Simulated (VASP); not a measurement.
# Si (P6_3/mmc) in VASP: single point with r2SCAN

Aim: the single point of Si with r2SCAN.

Program: VASP 6.6.1. These are calculated values, not measurements. Logs are shortened: lines on timing, memory, paths and dates and some standing lists are left out, and cuts for length are marked.

### 1 The cell of the first run

Symmetry: P6_3/mmc, No. 194, hexagonal system. Conventional cell: a = 2.666 Å, b = 2.666 Å, c = 4.506 Å, α = 90.00°, β = 90.00°, γ = 120.00°. Si (site symmetry -6m2) has 12 Si at 2.67 to 2.73 Å within 3.5 Å.

### 2 Single point, r2SCAN

Contents of POSCAR:

```
Si
1.0
    2.6655775094      0.0000000000      0.0000000000
   -1.3327887547      2.3084578389      0.0000000000
    0.0000000000      0.0000000000      4.5062692700
Si
2
Direct
    0.3333333333      0.6666666667      0.2500000000
    0.6666666667      0.3333333333      0.7500000000
```

Contents of INCAR.step1:

```
SYSTEM = Si
PREC = Accurate ; ENCUT = 520
ISMEAR = 0 ; SIGMA = 0.15
LREAL = .False. ; LASPH = .True.
NELM = 80 ; NBANDS = 11
GGA = PE ; ALGO = Normal
EDIFF = 1E-4 ; LWAVE = .True.
LCHARG = .False.
```

Contents of INCAR.step2:

```
SYSTEM = Si
PREC = Accurate ; ENCUT = 520
EDIFF = 1E-6 ; ISMEAR = 0
SIGMA = 0.15 ; LREAL = .False.
LASPH = .True. ; NELM = 80
ALGO = Normal ; ISIF = 2
LWAVE = .False. ; LCHARG = .False.
METAGGA = R2SCAN ; LMIXTAU = .True.
NBANDS = 11 ; ISTART = 1
```

Contents of KPOINTS:

```
Automatic mesh
0
Gamma
  24 24 10
  0 0 0
```

Potentials or basis: VASP PAW PBE potentials, release 64 (Si).

Run with:

```
> cat potpaw_PBE.64/Si/POTCAR > POTCAR
> cp INCAR.step1 INCAR
> mpirun -np 1 vasp_std > vasp.out
> cp INCAR.step2 INCAR
> mpirun -np 1 vasp_std > vasp.out
```

OUTCAR:

```text
SYSTEM = Si
   PREC = Accurate
   ENCUT = 520
   EDIFF = 1E-6
   ISMEAR = 0
   LREAL = .False.
   LASPH = .True.
   NELM = 80
   ISIF = 2
   METAGGA = R2SCAN
   ISTART = 1

 ion  position               nearest neighbor table
   1  0.333  0.667  0.250-   2 2.73   2 2.73   2 2.73   2 2.73   2 2.73   2 2.73
   2  0.667  0.333  0.750-   1 2.73   1 2.73   1 2.73   1 2.73   1 2.73   1 2.73

  LATTYP: Found a hexagonal cell.
 ALAT       =     2.6655775094
 C/A-ratio  =     1.6905414508

  Lattice vectors:

 A1 = (   2.6655775094,   0.0000000000,   0.0000000000)
 A2 = (  -1.3327887547,   2.3084578389,   0.0000000000)
 A3 = (   0.0000000000,   0.0000000000,   4.5062692700)

Analysis of symmetry for initial positions (statically):
=====================================================================
 Subroutine PRICEL returns:
 Original cell was already a primitive cell.

 Routine SETGRP: Setting up the symmetry group for a
 hexagonal supercell.

 Subroutine GETGRP returns: Found 24 space group operations
 (whereof 12 operations were pure point group operations)
 out of a pool of 24 trial point group operations.

The static configuration has the point symmetry D_3d.
 The point group associated with its full space group is D_6h.

Analysis of symmetry for dynamics (positions and initial velocities):
=====================================================================
 Subroutine PRICEL returns:
 Original cell was already a primitive cell.

 Routine SETGRP: Setting up the symmetry group for a
 hexagonal supercell.

 Subroutine GETGRP returns: Found 24 space group operations
 (whereof 12 operations were pure point group operations)
 out of a pool of 24 trial point group operations.

The dynamic configuration has the point symmetry D_3d.
 The point group associated with its full space group is D_6h.

 Subroutine INISYM returns: Found 24 space group operations
 (whereof 12 operations are pure point group operations),
 and found     1 'primitive' translations

----------------------------------------------------------------------------------------

                                     Primitive cell

  volume of cell :      27.7288

  direct lattice vectors                    reciprocal lattice vectors
     2.665577509  0.000000000  0.000000000     0.375153225  0.216594816  0.000000000
    -1.332788755  2.308457839  0.000000000     0.000000000  0.433189631  0.000000000
     0.000000000  0.000000000  4.506269270     0.000000000  0.000000000  0.221913059

  length of vectors
     2.665577509  2.665577509  4.506269270     0.433189631  0.433189631  0.221913059

  position of ions in fractional coordinates (direct lattice)
     0.333333333  0.666666667  0.250000000
     0.666666667  0.333333333  0.750000000

  ion indices of the primitive-cell ions
   primitive index   ion index
                 1           1
                 2           2

----------------------------------------------------------------------------------------

 KPOINTS: Automatic mesh

Automatic generation of k-mesh.
 Grid dimensions read from file:
 generate k-points for:   24   24   10

 Generating k-lattice:

  Cartesian coordinates                     Fractional coordinates (reciprocal lattice)
     0.015631384  0.009024784  0.000000000     0.041666667  0.000000000  0.000000000
     0.000000000  0.018049568  0.000000000     0.000000000  0.041666667  0.000000000
     0.000000000  0.000000000  0.022191306     0.000000000  0.000000000  0.100000000

  Length of vectors
     0.018049568  0.018049568  0.022191306

  Shift w.r.t. Gamma in fractional coordinates (k-lattice)
     0.000000000  0.000000000  0.000000000

 Subroutine IBZKPT returns following result:
 ===========================================

 Found    366 irreducible k-points:

 Following reciprocal coordinates:
            Coordinates               Weight
  0.000000  0.000000  0.000000      1.000000
  0.041667  0.000000  0.000000      6.000000
  0.083333  0.000000  0.000000      6.000000
  0.125000  0.000000  0.000000      6.000000
  0.166667  0.000000  0.000000      6.000000
  0.208333 -0.000000  0.000000      6.000000
[... 16 lines left out ...]
  0.416667  0.041667  0.000000     12.000000
  0.458333  0.041667  0.000000     12.000000
 [... further k-points ...]
   k-points           NKPTS =    366   k-points in BZ     NKDIM =    366   number of bands    NBANDS=     11
   number of dos      NEDOS =    301   number of ions     NIONS =      2
   total plane-waves  NPLWV =  14400
   dimension x,y,z NGX =    20 NGY =   20 NGZ =   36
   dimension x,y,z NGXF=    40 NGYF=   40 NGZF=   72
   ions per type =               2
   NGX,Y,Z   is equivalent  to a cutoff of  12.47, 12.47, 13.28 a.u.
   NGXF,Y,Z  is equivalent  to a cutoff of  24.95, 24.95, 26.56 a.u.
 SYSTEM =  Si
   PREC   = accura    normal or accurate (medium, high low for compatibility)
   ISTART =      1    job   : 0-new  1-cont  2-samecut
   ICHARG =      0    charge: 1-file 2-atom 10-const
   ISPIN  =      1    spin polarized calculation?
   LNONCOLLINEAR =      F non collinear calculations
   LSORBIT =      F    spin-orbit coupling
   LASPH  =      T    aspherical Exc in radial PAW
   ENCUT  =  520.0 eV  38.22 Ry    6.18 a.u.   4.96  4.96  8.38*2*pi/ulx,y,z
   NELM   =     80;   NELMIN=  2; NELMDL=  0     # of ELM steps
   EDIFF  = 0.1E-05   stopping-criterion for ELM
   LREAL  =      F    real-space projection
   EDIFFG = 0.1E-04   stopping-criterion for IOM
   NSW    =      0    number of steps for IOM
   IBRION =     -1    ionic relax: 0-MD 1-quasi-New 2-CG
   NFREE  =      0    steps in history (QN), initial steepest desc. (CG)
   ISIF   =      2    stress and relaxation
   ISYM   =      2    0-nonsym 1-usesym 2-fastsym
   POTIM  = 0.5000    time-step for ionic-motion
   TEBEG  =    0.0;   TEEND  =   0.0 temperature during run
   PSTRESS=    0.0 pullay stress
   NELECT =       8.0000    total number of electrons
   NUPDOWN=      -1.0000    fix difference up-down
   EMIN   =  10.00;   EMAX   =-10.00  energy-range for DOS
   EFERMI =   0.00;   METHOD = LEGACY
   ISMEAR =     0;   SIGMA  =   0.15  broadening in eV -4-tet -1-fermi 0-gaus
   EFERMI_NEDOS =   21; number of points for ismear=-14 and -15
   IALGO  =     38    algorithm
   IMIX   =      4    mixing-type and parameters
     AMIX     =   0.40;   BMIX     =  1.00
     AMIX_MAG =   1.60;   BMIX_MAG =  1.00
  volume/ion in A,a.u.               =      13.86        93.56
  Fermi-wavevector in a.u.,A,eV,Ry     =   1.081753  2.044216 15.921389  1.170189
  Thomas-Fermi vector in A             =   2.217777
   LORBIT       =      0    0 simple, 1 ext, 2 COOP (PROOUT), +10 PAW based schemes
   METAGGA = R2SCAN    functional components
   LHFCALC =     F    Hartree Fock is set to
   AEXX    =    0.0000 exact exchange contribution
   IVDW    =     0    specifies the selected vdW correction
   LEPSILON=     F    determine dielectric tensor
   LRPA    =     F    only Hartree local field effects (RPA)
 non-spin polarized calculation
 Gauss-broadening in eV      SIGMA  =   0.15
  energy-cutoff  :      520.00
  volume of cell :       27.73
 maximum number of plane-waves:       771
 NGX is ok and might be reduce to    20
   NGX =  9   NGY =  9   NGZ = 17

 number of electron       8.0000001 magnetization

 Free energy of the ion-electron system (eV)
  ---------------------------------------------------
  ext. energy  EPLUGINS =         0.00000000
  ---------------------------------------------------
  free energy    TOTEN  =       -16.14247821 eV

  energy without entropy =      -16.13373687  energy(sigma->0) =      -16.13810754

 E-fermi :  10.7925     XC(G=0): -12.1576

 val. band max:       10.7837332588   @ k =   0.2083   0.0417   0.4000
 cond. band min:      10.7978963650   @ k =   0.2917   0.0000   0.5000
 fundamental gap:      0.0141631062
 Fermi energy:        10.7925130658

 k-point     1 :       0.0000    0.0000    0.0000
  band No.  band energies     occupation
      1      -5.0058      2.00000
      2       2.1090      2.00000
      3       2.8587      2.00000
      4      20.5153      0.00000
      5      20.5153      0.00000
      6      21.7505      0.00000
      7      21.7505      0.00000
      8      22.4761      0.00000
      9      22.4793      0.00000
     10      25.1684      0.00000
     11      26.0589      0.00000

 k-point     2 :       0.0417    0.0000    0.0000
  band No.  band energies     occupation
      1      -4.9555      2.00000
      2       2.1584      2.00000
      3       2.9064      2.00000
      4      19.5554      0.00000
      5      19.9670      0.00000
      6      21.5269      0.00000
      7      22.3546      0.00000
      8      22.4676      0.00000
      9      23.0417      0.00000
     10      25.0283      0.00000
     11      25.4295      0.00000

 k-point     3 :       0.0833    0.0000    0.0000
  band No.  band energies     occupation
      1      -4.8045      2.00000
      2       2.3065      2.00000
      3       3.0494      2.00000
      4      17.8685      0.00000
      5      19.1297      0.00000
      6      21.0416      0.00000
      7      22.3884      0.00000
      8      23.2524      0.00000
      9      23.4066      0.00000
     10      23.8646      0.00000
     11      24.8183      0.00000

 k-point     4 :       0.1250    0.0000    0.0000
  band No.  band energies     occupation
      1      -4.5532      2.00000
      2       2.5527      2.00000
      3       3.2878      2.00000
      4      16.0606      0.00000
      5      18.3251      0.00000
      6      20.4492      0.00000
      7      21.9634      0.00000
      8      22.0444      0.00000
      9      23.3960      0.00000
     10      24.1615      0.00000
     11      24.8066      0.00000

 k-point     5 :       0.1667    0.0000    0.0000
  band No.  band energies     occupation
      1      -4.2018      2.00000
      2       2.8964      2.00000
      3       3.6211      2.00000
      4      14.2519      0.00000
      5      17.5920      0.00000
      6      19.8347      0.00000
      7      20.3597      0.00000
      8      21.1057      0.00000
      9      22.8802      0.00000
     10      24.2033      0.00000
     11      24.4395      0.00000
[... 211 lines left out ...]
 k-point    21 :       0.3333    0.0417    0.0000
  band No.  band energies     occupation
      1      -1.3640      2.00000
      2       5.5775      2.00000
      3       6.3094      2.00000
      4       6.9483      2.00000
      5      13.5149      0.00000
      6      14.4389      0.00000
      7      14.5459      0.00000
      8      18.5529      0.00000
      9      20.3559      0.00000
     10      22.4210      0.00000
     11      24.6717      0.00000

 k-point    22 :       0.3750    0.0417    0.0000
  band No.  band energies     occupation
      1      -0.4778      2.00000
      2       5.3062      2.00000
      3       6.6443      2.00000
      4       7.1367      2.00000
      5      12.1796      0.00000
      6      13.0768      0.00000
      7      14.2626      0.00000
      8      18.2916      0.00000
      9      20.1167      0.00000
     10      22.1465      0.00000
     11      24.5314      0.00000

 k-point    23 :       0.4167    0.0417    0.0000
  band No.  band energies     occupation
      1       0.4978      2.00000
      2       4.0308      2.00000
      3       7.5177      2.00000
      4       8.0167      2.00000
      5      10.9154      0.24657
      6      11.8369      0.00000
      7      14.0789      0.00000
      8      18.1158      0.00000
      9      19.9569      0.00000
     10      21.9614      0.00000
     11      24.4272      0.00000

 k-point    24 :       0.4583    0.0417    0.0000
  band No.  band energies     occupation
      1       1.5344      2.00000
      2       2.8226      2.00000
      3       8.4884      2.00000
      4       8.8108      2.00000
      5       9.7697      2.00000
      6      10.8620      0.51222
      7      13.9877      0.00000
      8      18.0275      0.00000
      9      19.8768      0.00000
     10      21.8683      0.00000
     11      24.3723      0.00000

 [... further k-points ...]

------------------------ aborting loop because EDIFF is reached ----------------------------------------

  FORCE on cell =-STRESS in cart. coord.  units (eV):
  Direction    XX          YY          ZZ          XY          YZ          ZX
  --------------------------------------------------------------------------------------
  -------------------------------------------------------------------------------------
  Total       -0.2964663     -0.2964663      0.0778526      0.0000000      0.0000000      0.0000000
  in kB      -17.1299289    -17.1299289      4.4983505      0.0000000      0.0000000      0.0000000
  external PRESSURE =      -9.9205024 kB  Pullay stress =       0.0000000 kB

 VOLUME and BASIS-vectors are now :
 -----------------------------------------------------------------------------
  energy-cutoff  :      520.00
  volume of cell :       27.73
      direct lattice vectors                 reciprocal lattice vectors
     2.665577509  0.000000000  0.000000000     0.375153225  0.216594816  0.000000000
    -1.332788755  2.308457839  0.000000000     0.000000000  0.433189631  0.000000000
     0.000000000  0.000000000  4.506269270     0.000000000  0.000000000  0.221913059

 POSITION                                       TOTAL-FORCE (eV/Angst)
 -----------------------------------------------------------------------------------
     -0.00000      1.53897      1.12657        -0.000000      0.000000      0.000000
      1.33279      0.76949      3.37970         0.000000     -0.000000      0.000000
 -----------------------------------------------------------------------------------
    total drift:                               -0.000000      0.000000     -0.000000

  FREE ENERGIE OF THE ION-ELECTRON SYSTEM (eV)
  ---------------------------------------------------
  free  energy   TOTEN  =       -16.1424782092 eV

  energy  without entropy=      -16.1337368683  energy(sigma->0) =      -16.13810754
```

Wall time 1.9 min (1 thread of Intel Xeon 6975P-C (Granite Rapids), shared host); peak memory 0.2 GiB.

What came out:

```yaml
Free_energy: -16.1425 eV
Pressure: -1.0 GPa
Band_gap_on_the_k_mesh: zero (band 4 reaches 20.52 eV, above the bottom of band 5 at 6.76 eV)
```

Levels at points of the mesh, in eV from the Fermi level:
```
           k point  band 1  band 2  band 3  band 4  band 5  band 6  band 7  band 8  band 9
(0.00, 0.00, 0.00)  -15.80   -8.68   -7.93    9.72    9.72   10.96   10.96   11.68   11.69
(0.50, 0.00, 0.00)   -8.94   -8.39   -2.02   -1.86   -1.39   -0.15    4.00    6.35    9.62
(0.00, 0.00, 0.50)  -13.91  -13.91    0.68    0.68   11.21   11.21   11.21   11.21   12.76
(0.50, 0.00, 0.50)   -7.17   -7.17   -6.47   -6.47    5.65    5.65    6.32    6.32    7.15
```

Caveat: the PAW data sets were made with another functional, which shifts forces and pressure a little.
